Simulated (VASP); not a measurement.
Zn, 2 atoms in the cell. The structure is hexagonal, space group P6_3/mmc (No. 194). Conventional cell: a = 2.628 Å, b = 2.628 Å, c = 4.688 Å, α = 90.00°, β = 90.00°, γ = 120.00°. Zn (site symmetry -6m2) has 12 Zn at 2.63 to 2.79 Å within 3.5 Å. 

| Quantity | Value |
| --- | --- |
| Program | VASP 6.6.1 |
| Task | single point |
| Functional | PBEsol |
| Potentials or basis | VASP PAW PBE potentials, release 64 (Zn) |
| Cutoff | 520 eV |
| k mesh | 9 × 9 × 4 |
| Occupations | methfessel-paxton, width 0.05 eV |
| Spin | no spin polarisation |
| Dipole correction | no |
| Further INCAR settings | ALGO = Normal; EDIFF = 1e-07; NBANDS = 19 |

Potentials or basis: VASP PAW PBE potentials, release 64 (Zn).

Launch:

```console
$ cat potpaw_PBE.64/Zn/POTCAR > POTCAR
$ mpirun -np 1 vasp_std > vasp.out
```

Hardware: 1 thread of Intel Xeon 8259CL (shared host).

Problem. How long does it take, and how much memory?

Solution. Run time: 22 s on 1 thread of Intel Xeon 8259CL, on a shared host, peak memory 0.14 GiB. Counts: scf iterations 13, k points 36.
